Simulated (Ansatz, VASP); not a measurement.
BaTiO3 in VASP and in Ansatz

POSCAR

```
BaTiO3
1.0
    4.0727657200      0.0000000000      0.0000000000
    0.0000000000      4.0727657200      0.0000000000
    0.0000000000      0.0000000000      4.0727657200
Ba Ti O
1 1 3
Direct
    0.5000000000      0.5000000000      0.5000000000
    0.0000000000      0.0000000000      0.0000000000
    0.5000000000      0.0000000000      0.0000000000
    0.0000000000      0.5000000000      0.0000000000
    0.0000000000      0.0000000000      0.5000000000
```

INCAR.step1

```
SYSTEM = BaTiO3
ALGO     = Normal         ! electronic algorithm
EDIFF    = 1E-4           ! SCF threshold, eV
ENCUT    = 520            ! plane-wave cutoff, eV
GGA      = PE             ! functional
ISMEAR   = -1             ! smearing method
LASPH    = .True.         ! aspherical terms in the spheres
LCHARG   = .False.        ! write CHGCAR
LREAL    = .False.        ! projectors in reciprocal space
LWAVE    = .True.         ! write WAVECAR
NELM     = 60             ! most SCF steps
PREC     = Accurate       ! precision mode
SIGMA    = 0.02           ! smearing width, eV
```

INCAR.step2

```
SYSTEM = BaTiO3
ALGO     = Normal         ! electronic algorithm
EDIFF    = 1E-7           ! SCF threshold, eV
EDIFFG   = -0.01          ! ionic threshold
ENCUT    = 520            ! plane-wave cutoff, eV
IBRION   = 2              ! ionic algorithm
ISIF     = 2              ! what is computed and relaxed
ISMEAR   = -1             ! smearing method
ISTART   = 1            
LASPH    = .True.         ! aspherical terms in the spheres
LCHARG   = .False.        ! write CHGCAR
LMIXTAU  = .True.       
LREAL    = .False.        ! projectors in reciprocal space
LWAVE    = .False.        ! write WAVECAR
METAGGA  = R2SCAN         ! meta-GGA
NELM     = 60             ! most SCF steps
NSW      = 50             ! ionic steps
PREC     = Accurate       ! precision mode
SIGMA    = 0.02           ! smearing width, eV
```

KPOINTS

```
k-points
0
Gamma
  8 8 8
  0 0 0
```

Input for Ansatz:

```yaml
crystal:
  lattice:
    - [4.07276572, 0.0, 0.0]
    - [0.0, 4.07276572, 0.0]
    - [0.0, 0.0, 4.07276572]
  atoms:
    - { symbol: Ba, position: [0.5, 0.5, 0.5] }
    - { symbol: Ti, position: [0.0, 0.0, 0.0] }
    - { symbol: O, position: [0.5, 0.0, 0.0] }
    - { symbol: O, position: [0.0, 0.5, 0.0] }
    - { symbol: O, position: [0.0, 0.0, 0.5] }
  symmetry: { tolerance: 0.0003 }
hamiltonian:
  xc: r2scan
  pseudopotentials: { kind: paw, azcp: { folder: soft_1 } }
basis:
  ecutwfc: 500
magnetization:
  spin_polarized: false
scf:
  occupations: { method: fermi_dirac, width: 0.02 }
kpoints:
  mp_grid: { grid: [8, 8, 8], shift: [0, 0, 0] }
  band_path:
    path:
      - [0.0, 0.0, 0.0]
      - [0.0, 0.5, 0.0]
      - [0.5, 0.5, 0.0]
      - [0.0, 0.0, 0.0]
      - [0.5, 0.5, 0.5]
      - [0.0, 0.5, 0.0]
      - [0.5, 0.5, 0.5]
      - [0.5, 0.5, 0.0]
    npoints: 10
output:
  forces: true
  stress: true
  eigenvalues: true
  write_potential: true
  elf: true
  volumetric_format: npy
  dos: { e_range: [-12, 8], de: 0.05 }
relax:
  max_steps: 30
```

Alike in both runs: task relaxation of the atoms; functional r2SCAN; k mesh 8 × 8 × 8; occupations fermi-dirac, width 0.02 eV; no spin polarisation.

```csv
,VASP,Ansatz
version,VASP 6.6.1,Ansatz 0.2.0
potentials or method,"VASP PAW PBE potentials, release 64 (Ba_sv, Ti_sv, O), cutoff 520 eV",PAW plane waves
valence electrons in the cell,40,40
```

Ansatz gave:

| Item | Value |
| --- | --- |
| gap on the k mesh at the Fermi level, each at its own relaxed structure (eV) | 2.03 |

What did VASP give for the same quantities?

gap on the k mesh at the Fermi level, each at its own relaxed structure (eV): 2.01.

VASP's potentials were made for PBE, not for r2SCAN. Ansatz's warnings: stress scf threshold loose.

Spin-orbit coupling is off throughout. Noted on VASP's run: the relaxation stopped at its first step, so nothing moved.
